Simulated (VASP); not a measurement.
A run of VASP 6.6.1 is set up as follows.

INCAR

```
PREC = Accurate ; ENCUT = 520
EDIFF = 1E-7 ; ISMEAR = 0
SIGMA = 0.1 ; LREAL = F
LASPH = T ; NELM = 100
ALGO = Normal ; ISIF = 2
LWAVE = F ; LCHARG = T
GGA = PE ; LELF = T
LVHAR = T ; NBANDS = 16
```

KPOINTS

```
regular mesh
0
Gamma
  6 6 6
```

Contents of POSCAR:

```
InP
1.0
    3.7925248355     -0.0000000031      0.0000000000
   -1.8962624151      3.2844228536      0.0000000000
    0.0000000000      0.0000000000      3.5173591478
In P
1 1
Direct
    0.0000000000      0.0000000000      0.0000000000
    0.6666666667      0.3333333333      0.5000000000
```

Potentials or basis: VASP PAW PBE potentials, release 64 (In_d, P).

Launch:

```console
$ cat potpaw_PBE.64/In_d/POTCAR potpaw_PBE.64/P/POTCAR > POTCAR
$ mpirun -np 1 vasp_std > vasp.out
```

(1) What does it give for the band gap on the k mesh?

(2) Predict the pressure.

Answers

(1) zero (bands 9 and 10 overlap by 2.49 eV).

(2) 0.0 GPa.

Caveat: spin-orbit coupling is left out, which moves the levels of the heavy elements.
